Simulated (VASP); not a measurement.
# NaY3 (I4/mmm) in VASP: single point with PBE

Aim: the single point of NaY3 with PBE.

All numbers are computed with VASP 6.6.1; they aren't measurements. Logs are shortened: lines on timing, memory, paths and dates and some standing lists are left out, and cuts for length are marked.

### 1 The cell of the first run

The structure is tetragonal, space group I4/mmm (No. 139). Conventional cell: a = 4.893 Å, b = 4.893 Å, c = 10.853 Å, α = 90.00°, β = 90.00°, γ = 90.00°. Within 4.5 Å of Na (site symmetry 4/mmm) lie 12 Y at 3.46 to 3.65 Å. Within 4.5 Å of Y (site symmetry 4/mmm) lie 4 Na at 3.46 Å and 8 Y at 3.65 Å. Within 4.5 Å of Y (site symmetry -4m2) lie 8 Y at 3.46 to 3.65 Å and 4 Na at 3.65 Å.

### 2 Single point, PBE

Contents of INCAR:

```
SYSTEM = NaY3
PREC = Accurate
ENCUT = 520
EDIFF = 1E-6
ISMEAR = 0
SIGMA = 0.1
LREAL = .FALSE.
LASPH = .TRUE.
NELM = 100
ALGO = Fast
ISIF = 2
LWAVE = .FALSE.
LCHARG = .FALSE.
GGA = PE
NBANDS = 28
```

Contents of KPOINTS:

```
regular mesh
0
G
  14 14 14
  0 0 0
```

Contents of POSCAR:

```
NaY3
1.0
   -2.4465786669      2.4465786669      5.4262670148
    2.4465786669     -2.4465786669      5.4262670148
    2.4465786669      2.4465786669     -5.4262670148
Na Y
1 3
Direct
    0.0000000000      0.0000000000      0.0000000000
    0.5000000000      0.5000000000      0.0000000000
    0.2500000000      0.7500000000      0.5000000000
    0.7500000000      0.2500000000      0.5000000000
```

Potentials or basis: VASP PAW PBE potentials, release 64 (Na_pv, Y_sv).

On the command line:

```sh
$ cat potpaw_PBE.64/Na_pv/POTCAR potpaw_PBE.64/Y_sv/POTCAR > POTCAR
$ mpirun -np 1 vasp_std > vasp.out
```

OUTCAR:

```text
SYSTEM = NaY3
   PREC = Accurate
   ENCUT = 520
   EDIFF = 1E-6
   ISMEAR = 0
   LREAL = .FALSE.
   LASPH = .TRUE.
   NELM = 100
   ISIF = 2
   GGA = PE

 ion  position               nearest neighbor table
   1  0.000  0.000  0.000-   2 3.46   2 3.46   2 3.46   2 3.46
   2  0.500  0.500  0.000-   1 3.46   1 3.46   1 3.46   1 3.46   4 3.65   3 3.65   4 3.65   4 3.65
                             3 3.65   3 3.65   4 3.65   3 3.65
   3  0.250  0.750  0.500-   4 3.46   4 3.46   4 3.46   4 3.46   2 3.65   2 3.65   2 3.65   2 3.65

   4  0.750  0.250  0.500-   3 3.46   3 3.46   3 3.46   3 3.46   2 3.65   2 3.65   2 3.65   2 3.65

  LATTYP: Found a body centered tetragonal cell.
 ALAT       =     4.8931573338
 C/A-ratio  =     2.2179000774

  Lattice vectors:

 A1 = (  -2.4465786669,   2.4465786669,   5.4262670148)
 A2 = (   2.4465786669,  -2.4465786669,   5.4262670148)
 A3 = (   2.4465786669,   2.4465786669,  -5.4262670148)

Analysis of symmetry for initial positions (statically):
=====================================================================
 Subroutine PRICEL returns:
 Original cell was already a primitive cell.

 Routine SETGRP: Setting up the symmetry group for a
 body centered tetragonal supercell.

 Subroutine GETGRP returns: Found 16 space group operations
 (whereof 16 operations were pure point group operations)
 out of a pool of 16 trial point group operations.

The static configuration has the point symmetry D_4h.

Analysis of symmetry for dynamics (positions and initial velocities):
=====================================================================
 Subroutine PRICEL returns:
 Original cell was already a primitive cell.

 Routine SETGRP: Setting up the symmetry group for a
 body centered tetragonal supercell.

 Subroutine GETGRP returns: Found 16 space group operations
 (whereof 16 operations were pure point group operations)
 out of a pool of 16 trial point group operations.

The dynamic configuration has the point symmetry D_4h.

 Subroutine INISYM returns: Found 16 space group operations
 (whereof 16 operations are pure point group operations),
 and found     1 'primitive' translations

----------------------------------------------------------------------------------------

                                     Primitive cell

  volume of cell :     129.9210

  direct lattice vectors                    reciprocal lattice vectors
    -2.446578667  2.446578667  5.426267015     0.000000000  0.204367024  0.092144378
     2.446578667 -2.446578667  5.426267015     0.204367024  0.000000000  0.092144378
     2.446578667  2.446578667 -5.426267015     0.204367024  0.204367024  0.000000000

  length of vectors
     6.435516146  6.435516146  6.435516146     0.224179541  0.224179541  0.289018616

  position of ions in fractional coordinates (direct lattice)
     0.000000000  0.000000000  0.000000000
     0.500000000  0.500000000  0.000000000
     0.250000000  0.750000000  0.500000000
     0.750000000  0.250000000  0.500000000

  ion indices of the primitive-cell ions
   primitive index   ion index
                 1           1
                 2           2
                 3           3
                 4           4

----------------------------------------------------------------------------------------

 KPOINTS: regular mesh

Automatic generation of k-mesh.
 Grid dimensions read from file:
 generate k-points for:   14   14   14

 Generating k-lattice:

  Cartesian coordinates                     Fractional coordinates (reciprocal lattice)
     0.000000000  0.014597645  0.006581741     0.071428571  0.000000000 -0.000000000
     0.014597645  0.000000000  0.006581741     0.000000000  0.071428571 -0.000000000
     0.014597645  0.014597645  0.000000000     0.000000000  0.000000000  0.071428571

  Length of vectors
     0.016012824  0.016012824  0.020644187

  Shift w.r.t. Gamma in fractional coordinates (k-lattice)
     0.000000000  0.000000000  0.000000000

 Subroutine IBZKPT returns following result:
 ===========================================

 Found    244 irreducible k-points:

 Following reciprocal coordinates:
            Coordinates               Weight
  0.000000  0.000000  0.000000      1.000000
  0.071429  0.000000  0.000000      8.000000
  0.142857  0.000000  0.000000      8.000000
  0.214286  0.000000 -0.000000      8.000000
  0.285714  0.000000  0.000000      8.000000
  0.357143  0.000000  0.000000      8.000000
[... 16 lines left out ...]
  0.214286  0.142857  0.000000     16.000000
  0.285714  0.142857 -0.000000     16.000000
 [... further k-points ...]
   k-points           NKPTS =    244   k-points in BZ     NKDIM =    244   number of bands    NBANDS=     28
   number of dos      NEDOS =    301   number of ions     NIONS =      4
   total plane-waves  NPLWV = 110592
   dimension x,y,z NGX =    48 NGY =   48 NGZ =   48
   dimension x,y,z NGXF=    96 NGYF=   96 NGZF=   96
   ions per type =               1   3
   NGX,Y,Z   is equivalent  to a cutoff of  12.40, 12.40, 12.40 a.u.
   NGXF,Y,Z  is equivalent  to a cutoff of  24.80, 24.80, 24.80 a.u.
 SYSTEM =  NaY3
   PREC   = accura    normal or accurate (medium, high low for compatibility)
   ISTART =      0    job   : 0-new  1-cont  2-samecut
   ICHARG =      2    charge: 1-file 2-atom 10-const
   ISPIN  =      1    spin polarized calculation?
   LNONCOLLINEAR =      F non collinear calculations
   LSORBIT =      F    spin-orbit coupling
   LASPH  =      T    aspherical Exc in radial PAW
   ENCUT  =  520.0 eV  38.22 Ry    6.18 a.u.  11.97 11.97 11.97*2*pi/ulx,y,z
   NELM   =    100;   NELMIN=  2; NELMDL= -5     # of ELM steps
   EDIFF  = 0.1E-05   stopping-criterion for ELM
   LREAL  =      F    real-space projection
   EDIFFG = 0.1E-04   stopping-criterion for IOM
   NSW    =      0    number of steps for IOM
   IBRION =     -1    ionic relax: 0-MD 1-quasi-New 2-CG
   NFREE  =      0    steps in history (QN), initial steepest desc. (CG)
   ISIF   =      2    stress and relaxation
   ISYM   =      2    0-nonsym 1-usesym 2-fastsym
   POTIM  = 0.5000    time-step for ionic-motion
   TEBEG  =    0.0;   TEEND  =   0.0 temperature during run
   PSTRESS=    0.0 pullay stress
   NELECT =      40.0000    total number of electrons
   NUPDOWN=      -1.0000    fix difference up-down
   EMIN   =  10.00;   EMAX   =-10.00  energy-range for DOS
   EFERMI =   0.00;   METHOD = LEGACY
   ISMEAR =     0;   SIGMA  =   0.10  broadening in eV -4-tet -1-fermi 0-gaus
   EFERMI_NEDOS =   21; number of points for ismear=-14 and -15
   IALGO  =     68    algorithm
   IMIX   =      4    mixing-type and parameters
     AMIX     =   0.40;   BMIX     =  1.00
     AMIX_MAG =   1.60;   BMIX_MAG =  1.00
  volume/ion in A,a.u.               =      32.48       219.19
  Fermi-wavevector in a.u.,A,eV,Ry     =   1.105440  2.088978 16.626272  1.221997
  Thomas-Fermi vector in A             =   2.241927
   LORBIT       =      0    0 simple, 1 ext, 2 COOP (PROOUT), +10 PAW based schemes
   GGA     = PE    functional components
   LHFCALC =     F    Hartree Fock is set to
   AEXX    =    0.0000 exact exchange contribution
   IVDW    =     0    specifies the selected vdW correction
   LEPSILON=     F    determine dielectric tensor
   LRPA    =     F    only Hartree local field effects (RPA)
 non-spin polarized calculation
 RMM-DIIS sequential band-by-band and
 Gauss-broadening in eV      SIGMA  =   0.10
  energy-cutoff  :      520.00
  volume of cell :      129.92
 maximum number of plane-waves:      3520
   NGX = 23   NGY = 23   NGZ = 23

 number of electron      40.0000000 magnetization

 Free energy of the ion-electron system (eV)
  ---------------------------------------------------
  ext. energy  EPLUGINS =         0.00000000
  ---------------------------------------------------
  free energy    TOTEN  =       -19.43308622 eV

  energy without entropy =      -19.39788803  energy(sigma->0) =      -19.41548712

 E-fermi :   2.4872     XC(G=0):  -8.8850

 val. band max:        2.4866787851   @ k =  -0.2857   0.5000   0.2143
 cond. band min:       2.4873805927   @ k =  -0.2143  -0.3571   0.2143
 fundamental gap:      0.0007018076
 Fermi energy:         2.4872020809

 k-point     1 :       0.0000    0.0000    0.0000
  band No.  band energies     occupation
      1     -40.5633      2.00000
      2     -40.4417      2.00000
      3     -40.3811      2.00000
      4     -21.2252      2.00000
      5     -21.2252      2.00000
      6     -21.2051      2.00000
[... 20 lines left out ...]
     27       4.9652      0.00000
     28       5.0681      0.00000

 k-point     2 :       0.0714    0.0000    0.0000
  band No.  band energies     occupation
      1     -40.5631      2.00000
      2     -40.4411      2.00000
      3     -40.3819      2.00000
      4     -21.2251      2.00000
      5     -21.2250      2.00000
      6     -21.2050      2.00000
[... 20 lines left out ...]
     27       5.0374      0.00000
     28       5.1195      0.00000

 k-point     3 :       0.1429    0.0000    0.0000
  band No.  band energies     occupation
      1     -40.5625      2.00000
      2     -40.4392      2.00000
      3     -40.3843      2.00000
      4     -21.2248      2.00000
      5     -21.2244      2.00000
      6     -21.2045      2.00000
[... 20 lines left out ...]
     27       5.1866      0.00000
     28       5.2608      0.00000

 k-point     4 :       0.2143    0.0000   -0.0000
  band No.  band energies     occupation
      1     -40.5617      2.00000
      2     -40.4361      2.00000
      3     -40.3882      2.00000
      4     -21.2244      2.00000
      5     -21.2235      2.00000
      6     -21.2039      2.00000
[... 578 lines left out ...]
     27       5.3606      0.00000
     28       5.5016      0.00000

 k-point    23 :       0.2143    0.1429    0.0000
  band No.  band energies     occupation
      1     -40.5607      2.00000
      2     -40.4344      2.00000
      3     -40.3907      2.00000
      4     -21.2270      2.00000
      5     -21.2216      2.00000
      6     -21.2032      2.00000
[... 20 lines left out ...]
     27       5.3626      0.00000
     28       5.3735      0.00000

 k-point    24 :       0.2857    0.1429   -0.0000
  band No.  band energies     occupation
      1     -40.5600      2.00000
      2     -40.4305      2.00000
      3     -40.3953      2.00000
      4     -21.2266      2.00000
      5     -21.2213      2.00000
      6     -21.2027      2.00000
[... 20 lines left out ...]
     27       5.1556      0.00000
     28       5.3020      0.00000

 [... further k-points ...]
[... 5 lines left out ...]
  --------------------------------------------------------------------------------------
  -------------------------------------------------------------------------------------
  Total       -0.0161004     -0.0161004     -0.0674827      0.0000000      0.0000000      0.0000000
  in kB       -0.1985493     -0.1985493     -0.8321922      0.0000000      0.0000000      0.0000000
  external PRESSURE =      -0.4097636 kB  Pullay stress =       0.0000000 kB

 VOLUME and BASIS-vectors are now :
 -----------------------------------------------------------------------------
  energy-cutoff  :      520.00
  volume of cell :      129.92
      direct lattice vectors                 reciprocal lattice vectors
    -2.446578667  2.446578667  5.426267015     0.000000000  0.204367024  0.092144378
     2.446578667 -2.446578667  5.426267015     0.204367024  0.000000000  0.092144378
     2.446578667  2.446578667 -5.426267015     0.204367024  0.204367024  0.000000000

 POSITION                                       TOTAL-FORCE (eV/Angst)
 -----------------------------------------------------------------------------------
      0.00000      0.00000      0.00000        -0.000000      0.000000      0.000000
      0.00000      0.00000      5.42627        -0.000000      0.000000      0.000000
      2.44658      0.00000      2.71313         0.000000     -0.000000      0.000000
      0.00000      2.44658      2.71313        -0.000000      0.000000     -0.000000
 -----------------------------------------------------------------------------------
    total drift:                                0.000000     -0.000000      0.000000

  FREE ENERGIE OF THE ION-ELECTRON SYSTEM (eV)
  ---------------------------------------------------
  free  energy   TOTEN  =       -19.4330862184 eV

  energy  without entropy=      -19.3978880309  energy(sigma->0) =      -19.41548712
```

It took 33 min on 1 thread of AMD EPYC 9R45 (Zen 5), shared host; peak memory 0.89 GiB.

What came out:

* Free energy: -19.4331 eV
* Pressure: 0.0 GPa
* Band gap on the k mesh: zero (bands 20 and 21 overlap by 0.55 eV)
